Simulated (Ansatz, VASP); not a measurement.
# Two plane-wave programs on Zn

File INCAR:

```
SYSTEM = Zn
PREC     = Accurate       ! precision mode
ENCUT    = 520            ! plane-wave cutoff, eV
EDIFF    = 1E-7           ! SCF threshold, eV
ISMEAR   = -1             ! smearing method
SIGMA    = 0.08           ! smearing width, eV
LREAL    = .FALSE.        ! projectors in reciprocal space
LASPH    = .TRUE.         ! aspherical terms in the spheres
NELM     = 80             ! most SCF steps
ALGO     = Normal         ! electronic algorithm
ISIF     = 2              ! what is computed and relaxed
LWAVE    = .FALSE.        ! write WAVECAR
LCHARG   = .FALSE.        ! write CHGCAR
GGA      = PE             ! functional
NBANDS   = 12             ! bands
```

File KPOINTS:

```
regular mesh
0
G
  17 17 17
  0 0 0
```

File POSCAR:

```
Zn
1.0
    2.4410052518      0.0000000000      0.0000000000
    0.0000000000      2.4410052518      0.0000000000
    0.0000000000      0.0000000000      2.4410052518
Zn
1
Direct
    0.0000000000      0.0000000000      0.0000000000
```

Input for Ansatz:

```yaml
crystal:
  lattice:
    - [2.4410052518, 0.0, 0.0]
    - [0.0, 2.4410052518, 0.0]
    - [0.0, 0.0, 2.4410052518]
  atoms:
    - { symbol: Zn, position: [0.0, 0.0, 0.0] }
kpoints:
  mp_grid: { grid: [17, 17, 17] }
scf:
  occupations: { method: fermi_dirac, width: 0.08 }
hamiltonian:
  xc: pbe
  pseudopotentials: { kind: nc }
output:
  forces: true
  stress: true
  eigenvalues: true
```

Change from the starting cell: volume scaled by 0.8, norm-conserving files.

Alike in both runs: task single point; functional PBE; k mesh 17 × 17 × 17; occupations fermi-dirac, width 0.08 eV; no spin polarisation.

|  | VASP | Ansatz |
| --- | --- | --- |
| version | VASP 6.6.1 | Ansatz 0.2.0 |
| potentials or method | VASP PAW PBE potentials, release 64 (Zn) | norm-conserving pseudopotentials, scalar-relativistic |
| plane-wave cutoff (eV) | 520 | 1143 |
| valence electrons in the cell | 12 | 20 |

```csv
,VASP,Ansatz,Ansatz less VASP
pressure (GPa),19.4,19.0,-0.44
```

The functional is the same, so the differences come from potentials, cutoffs and numerics. VASP's potentials hold 12 valence electrons a cell and Ansatz's 20, so a difference there can come from the potentials and not from the codes.
